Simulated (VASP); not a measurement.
# LiH (Fm-3m) in VASP: further runs

The runs below take LiH through relaxation of cell and atoms, with PBEsol.

Everything below comes from runs of VASP 6.6.1. Logs are shortened: lines on timing, memory, paths and dates and some standing lists are left out, and cuts for length are marked.

**1. The cell of the first run**

Symmetry: Fm-3m, No. 225, cubic system. The conventional cell has a = 4.074 Å, b = 4.074 Å, c = 4.074 Å, α = 90.00°, β = 90.00°, γ = 90.00°. Li (site symmetry m-3m) has 6 H at 2.04 Å within 2.7 Å. H (site symmetry m-3m) has 6 Li at 2.04 Å within 2.7 Å.

**2. Relaxation of cell and atoms, PBEsol**

INCAR

```
ALGO = Normal ; EDIFF = 1E-6
EDIFFG = -0.005 ; ENCUT = 600
GGA = PS ; IBRION = 2
ISIF = 3 ; ISMEAR = -1
LASPH = T ; LCHARG = F
LREAL = F ; LWAVE = F
NELM = 80 ; NSW = 80
PREC = Accurate ; SIGMA = 0.05
```

KPOINTS

```
k-points
0
Gamma
  11 11 11
```

POSCAR

```
LiH
1.0
    0.0000000000      2.0367500000      2.0367500000
    2.0367500000      0.0000000000      2.0367500000
    2.0367500000      2.0367500000      0.0000000000
Li H
1 1
Direct
    0.0000000000      0.0000000000      0.0000000000
    0.5000000000      0.5000000000      0.5000000000
```

Potentials or basis: VASP PAW PBE potentials, release 64 (Li_sv, H).

Command:

```console
cat potpaw_PBE.64/Li_sv/POTCAR potpaw_PBE.64/H/POTCAR > POTCAR
mpirun -np 1 vasp_std > vasp.out
```

OUTCAR:

```text
EDIFF = 1E-6
   EDIFFG = -0.005
   ENCUT = 600
   GGA = PS
   IBRION = 2
   ISIF = 3
   ISMEAR = -1
   LASPH = T
   LREAL = F
   NELM = 80
   NSW = 80
   PREC = Accurate

 ion  position               nearest neighbor table
   1  0.000  0.000  0.000-
   2  0.500  0.500  0.500-

  LATTYP: Found a face centered cubic cell.
 ALAT       =     4.0735000000

  Lattice vectors:

 A1 = (   0.0000000000,   2.0367500000,   2.0367500000)
 A2 = (   2.0367500000,   0.0000000000,   2.0367500000)
 A3 = (   2.0367500000,   2.0367500000,   0.0000000000)

Analysis of symmetry for initial positions (statically):
=====================================================================
 Subroutine PRICEL returns:
 Original cell was already a primitive cell.

 Routine SETGRP: Setting up the symmetry group for a
 face centered cubic supercell.

 Subroutine GETGRP returns: Found 48 space group operations
 (whereof 48 operations were pure point group operations)
 out of a pool of 48 trial point group operations.

The static configuration has the point symmetry O_h .

Analysis of symmetry for dynamics (positions and initial velocities):
=====================================================================
 Subroutine PRICEL returns:
 Original cell was already a primitive cell.

 Routine SETGRP: Setting up the symmetry group for a
 face centered cubic supercell.

 Subroutine GETGRP returns: Found 48 space group operations
 (whereof 48 operations were pure point group operations)
 out of a pool of 48 trial point group operations.

The dynamic configuration has the point symmetry O_h .

 Subroutine INISYM returns: Found 48 space group operations
 (whereof 48 operations are pure point group operations),
 and found     1 'primitive' translations

----------------------------------------------------------------------------------------

                                     Primitive cell

  volume of cell :      16.8983

  direct lattice vectors                    reciprocal lattice vectors
     0.000000000  2.036750000  2.036750000    -0.245489137  0.245489137  0.245489137
     2.036750000  0.000000000  2.036750000     0.245489137 -0.245489137  0.245489137
     2.036750000  2.036750000  0.000000000     0.245489137  0.245489137 -0.245489137

  length of vectors
     2.880399473  2.880399473  2.880399473     0.425199658  0.425199658  0.425199658

  position of ions in fractional coordinates (direct lattice)
     0.000000000  0.000000000  0.000000000
     0.500000000  0.500000000  0.500000000

  ion indices of the primitive-cell ions
   primitive index   ion index
                 1           1
                 2           2

----------------------------------------------------------------------------------------

 KPOINTS: k-points

Automatic generation of k-mesh.
 Grid dimensions read from file:
 generate k-points for:   11   11   11

 Generating k-lattice:

  Cartesian coordinates                     Fractional coordinates (reciprocal lattice)
    -0.022317194  0.022317194  0.022317194     0.090909091  0.000000000  0.000000000
     0.022317194 -0.022317194  0.022317194     0.000000000  0.090909091  0.000000000
     0.022317194  0.022317194 -0.022317194     0.000000000  0.000000000  0.090909091

  Length of vectors
     0.038654514  0.038654514  0.038654514

  Shift w.r.t. Gamma in fractional coordinates (k-lattice)
     0.000000000  0.000000000  0.000000000

 Subroutine IBZKPT returns following result:
 ===========================================

 Found     56 irreducible k-points:

 Following reciprocal coordinates:
            Coordinates               Weight
  0.000000  0.000000  0.000000      1.000000
  0.090909  0.000000  0.000000      8.000000
  0.181818  0.000000  0.000000      8.000000
  0.272727  0.000000  0.000000      8.000000
  0.363636  0.000000  0.000000      8.000000
  0.454545  0.000000  0.000000      8.000000
[... 16 lines left out ...]
 -0.272727  0.181818  0.000000     24.000000
 -0.181818  0.181818  0.000000     12.000000
 [... further k-points ...]
   k-points           NKPTS =     56   k-points in BZ     NKDIM =     56   number of bands    NBANDS=      6
   number of dos      NEDOS =    301   number of ions     NIONS =      2
   total plane-waves  NPLWV =  13824
   dimension x,y,z NGX =    24 NGY =   24 NGZ =   24
   dimension x,y,z NGXF=    48 NGYF=   48 NGZF=   48
   ions per type =               1   1
   NGX,Y,Z   is equivalent  to a cutoff of  13.85, 13.85, 13.85 a.u.
   NGXF,Y,Z  is equivalent  to a cutoff of  27.70, 27.70, 27.70 a.u.
 SYSTEM =  unknown system
   PREC   = accura    normal or accurate (medium, high low for compatibility)
   ISTART =      0    job   : 0-new  1-cont  2-samecut
   ICHARG =      2    charge: 1-file 2-atom 10-const
   ISPIN  =      1    spin polarized calculation?
   LNONCOLLINEAR =      F non collinear calculations
   LSORBIT =      F    spin-orbit coupling
   LASPH  =      T    aspherical Exc in radial PAW
   ENCUT  =  600.0 eV  44.10 Ry    6.64 a.u.   5.75  5.75  5.75*2*pi/ulx,y,z
   NELM   =     80;   NELMIN=  2; NELMDL= -5     # of ELM steps
   EDIFF  = 0.1E-05   stopping-criterion for ELM
   LREAL  =      F    real-space projection
   EDIFFG = -.5E-02   stopping-criterion for IOM
   NSW    =     80    number of steps for IOM
   IBRION =      2    ionic relax: 0-MD 1-quasi-New 2-CG
   NFREE  =      1    steps in history (QN), initial steepest desc. (CG)
   ISIF   =      3    stress and relaxation
   ISYM   =      2    0-nonsym 1-usesym 2-fastsym
   POTIM  = 0.5000    time-step for ionic-motion
   TEBEG  =    0.0;   TEEND  =   0.0 temperature during run
   PSTRESS=    0.0 pullay stress
   NELECT =       4.0000    total number of electrons
   NUPDOWN=      -1.0000    fix difference up-down
   EMIN   =  10.00;   EMAX   =-10.00  energy-range for DOS
   EFERMI =   0.00;   METHOD = LEGACY
   ISMEAR =    -1;   SIGMA  =   0.05  broadening in eV -4-tet -1-fermi 0-gaus
   EFERMI_NEDOS =   21; number of points for ismear=-14 and -15
   IALGO  =     38    algorithm
   IMIX   =      4    mixing-type and parameters
     AMIX     =   0.40;   BMIX     =  1.00
     AMIX_MAG =   1.60;   BMIX_MAG =  1.00
  volume/ion in A,a.u.               =       8.45        57.02
  Fermi-wavevector in a.u.,A,eV,Ry     =   1.012699  1.913724 13.953585  1.025560
  Thomas-Fermi vector in A             =   2.145824
   LORBIT       =      0    0 simple, 1 ext, 2 COOP (PROOUT), +10 PAW based schemes
   GGA     = PS    functional components
   LHFCALC =     F    Hartree Fock is set to
   AEXX    =    0.0000 exact exchange contribution
   IVDW    =     0    specifies the selected vdW correction
   LEPSILON=     F    determine dielectric tensor
   LRPA    =     F    only Hartree local field effects (RPA)
 conjugate gradient relaxation of ions
 non-spin polarized calculation
  energy-cutoff  :      600.00
  volume of cell :       16.90
 maximum number of plane-waves:       572
   NGX = 11   NGY = 11   NGZ = 11

--------------------------------------- Ionic step        1  -------------------------------------------

 number of electron       3.9999999 magnetization

 Free energy of the ion-electron system (eV)
  ---------------------------------------------------
  ext. energy  EPLUGINS =         0.00000000
  ---------------------------------------------------
  free energy    TOTEN  =        -6.11339909 eV

  energy without entropy =       -6.11339909  energy(sigma->0) =       -6.11339909

------------------------ aborting loop because EDIFF is reached ----------------------------------------

  FORCE on cell =-STRESS in cart. coord.  units (eV):
  Direction    XX          YY          ZZ          XY          YZ          ZX
  --------------------------------------------------------------------------------------
  -------------------------------------------------------------------------------------
  Total       -0.2582978     -0.2582978     -0.2582978     -0.0000000      0.0000000     -0.0000000
  in kB      -24.4899661    -24.4899661    -24.4899661     -0.0000000      0.0000000     -0.0000000
  external PRESSURE =     -24.4899661 kB  Pullay stress =       0.0000000 kB
[... 57 lines left out ...]
  energy  without entropy=       -6.1176422261  energy(sigma->0) =       -6.11764223

--------------------------------------- Ionic step        3  -------------------------------------------

 number of electron       3.9999998 magnetization

 Free energy of the ion-electron system (eV)
  ---------------------------------------------------
  ext. energy  EPLUGINS =         0.00000000
  ---------------------------------------------------
  free energy    TOTEN  =        -6.12313903 eV

  energy without entropy =       -6.12313903  energy(sigma->0) =       -6.12313903

 E-fermi :   1.3376     XC(G=0):  -8.7010

 val. band max:        0.2383568984   @ k =  -0.4545   0.4545   0.0000
 cond. band min:       3.1650735824   @ k =  -0.4545   0.4545   0.0000
 fundamental gap:      2.9267166840
 Fermi energy:         1.3375677013

 k-point     1 :       0.0000    0.0000    0.0000
  band No.  band energies     occupation
      1     -43.3890      2.00000
      2      -5.3617      2.00000
      3      16.7396      0.00000
      4      18.2900      0.00000
      5      18.2900      0.00000
      6      18.2900      0.00000

 k-point     2 :       0.0909    0.0000    0.0000
  band No.  band energies     occupation
      1     -43.3847      2.00000
      2      -5.2143      2.00000
      3      15.3652      0.00000
      4      17.4728      0.00000
      5      17.9404      0.00000
      6      17.9404      0.00000
[... 190 lines left out ...]
 k-point    24 :      -0.1818    0.1818    0.0000
  band No.  band energies     occupation
      1     -43.3526      2.00000
      2      -3.8156      2.00000
      3      10.5073      0.00000
      4      10.6151      0.00000
      5      16.5718      0.00000
      6      17.9818      0.00000

 [... further k-points ...]

------------------------ aborting loop because EDIFF is reached ----------------------------------------

  FORCE on cell =-STRESS in cart. coord.  units (eV):
  Direction    XX          YY          ZZ          XY          YZ          ZX
  --------------------------------------------------------------------------------------
  -------------------------------------------------------------------------------------
  Total        0.0049250      0.0049250      0.0049250      0.0000000      0.0000000      0.0000000
  in kB        0.5036773      0.5036773      0.5036773      0.0000000      0.0000000      0.0000000
  external PRESSURE =       0.5036773 kB  Pullay stress =       0.0000000 kB
[... 17 lines left out ...]
  FREE ENERGIE OF THE ION-ELECTRON SYSTEM (eV)
  ---------------------------------------------------
  free  energy   TOTEN  =        -6.1231390349 eV

  energy  without entropy=       -6.1231390349  energy(sigma->0) =       -6.12313903

 reached required accuracy - stopping structural energy minimisation
```

It took 18 s on 1 thread of AMD EPYC 7R43 (Zen 3), shared host; peak memory 0.09 GiB.

Results:

```
Free energy                            : -6.1231 eV
Relaxed volume                         : 7.83 Å³/atom
Relaxed cell                           : a = 2.809 Å, b = 2.809 Å, c = 2.809 Å, α = 60.00°, β = 60.00°, γ = 60.00°
Space group after relaxing (to 0.05 Å) : Fm-3m (No. 225)
Energy gained by relaxing              : 4.9 meV/atom
Ionic steps                            : 3
Pressure after relaxing                : 0.1 GPa
Band gap on the k mesh                 : 2.93 eV, direct
```

Step by step:
| step | energy change (eV) | largest force (eV/Å) | pressure (GPa) | volume (Å³) |
| --- | --- | --- | --- | --- |
| 1 | 0.0000 | 0.0000 | -2.45 | 16.90 |
| 2 | -0.0042 | 0.0000 | -1.88 | 16.58 |
| 3 | -0.0097 | 0.0000 | 0.05 | 15.67 |

Final structure:
```xyz
2
Lattice="0.0000 1.9860 1.9860 1.9860 0.0000 1.9860 1.9860 1.9860 0.0000" Properties=species:S:1:pos:R:3 pbc="T T T"
Li    0.0000    0.0000    0.0000
H     1.9860    1.9860    1.9860
```

Levels at points of the mesh, in eV from the valence-band top:
| k point | band 1 | band 2 | band 3 | band 4 | band 5 | band 6 |
| --- | --- | --- | --- | --- | --- | --- |
| (0.00, 0.00, 0.00) | -43.63 | -5.60 | 16.50 | 18.05 | 18.05 | 18.05 |

Caveat: the cutoff is under 1.25 times the usual one of these potentials, so pressure, stress and relaxed cells hold a basis-set (Pulay) error; the PAW data sets were made with another functional, which shifts forces and pressure a little. A k mesh can miss the band edges.

**3. Relaxation of cell and atoms, PBEsol, target pressure 5 GPa, at which the enthalpy is minimised**

INCAR

```
ALGO = Normal ; EDIFF = 1E-6
EDIFFG = -0.005 ; ENCUT = 600
GGA = PS ; IBRION = 2
ISIF = 3 ; ISMEAR = -1
LASPH = True ; LCHARG = False
LREAL = False ; LWAVE = False
NELM = 60 ; NSW = 80
PREC = Accurate ; PSTRESS = 50.0
SIGMA = 0.05
```

KPOINTS is that of step 2.

POSCAR is that of step 2.

Potentials or basis: VASP PAW PBE potentials, release 64 (Li_sv, H).

Command:

```console
cat potpaw_PBE.64/Li_sv/POTCAR potpaw_PBE.64/H/POTCAR > POTCAR
mpirun -np 1 vasp_std > vasp.out
```

Wall time 25 s (1 thread of AMD EPYC 7R43 (Zen 3), shared host); peak memory 0.09 GiB.

The run converged. Its results:

```
Free energy                                            : -6.0999 eV
Relaxed volume                                         : 7.03 Å³/atom
Relaxed cell                                           : a = 2.709 Å, b = 2.709 Å, c = 2.709 Å, α = 60.00°, β = 60.00°, γ = 60.00°
Space group after relaxing (to 0.05 Å)                 : Fm-3m (No. 225)
Energy change on relaxing (the enthalpy is what falls) : +6.7 meV/atom
Ionic steps                                            : 5
Pressure after relaxing                                : 5.0 GPa
Band gap on the k mesh                                 : 2.84 eV, direct
```

Step by step:
| step | energy change (eV) | largest force (eV/Å) | pressure (GPa) | volume (Å³) |
| --- | --- | --- | --- | --- |
| 1 | 0.0000 | 0.0000 | -2.45 | 16.90 |
| 2 | -0.0092 | 0.0000 | -0.62 | 15.96 |
| 3 | 0.0024 | 0.0000 | 3.43 | 14.48 |
| 4 | 0.0152 | 0.0000 | 5.17 | 14.00 |
| 5 | 0.0135 | 0.0000 | 4.96 | 14.06 |

Final structure:
```
Li H
1.0
     0.00000    1.91558    1.91558
     1.91558    0.00000    1.91558
     1.91558    1.91558    0.00000
Li H
1 1
Direct
  0.00000 0.00000 0.00000
  0.50000 0.50000 0.50000
```

Levels at points of the mesh, in eV from the valence-band top:
```
           k point  band 1  band 2  band 3  band 4  band 5  band 6
(0.00, 0.00, 0.00)  -43.56   -6.01   17.99   19.18   19.18   19.18
```

Caveat: the cutoff is under 1.25 times the usual one of these potentials, so pressure, stress and relaxed cells hold a basis-set (Pulay) error; the cell is relaxed towards a set pressure, so the enthalpy falls and the energy may rise; the volume moved by over 15 % at a fixed basis, so the end points are rough; the PAW data sets were made with another functional, which shifts forces and pressure a little. A k mesh can miss the band edges.
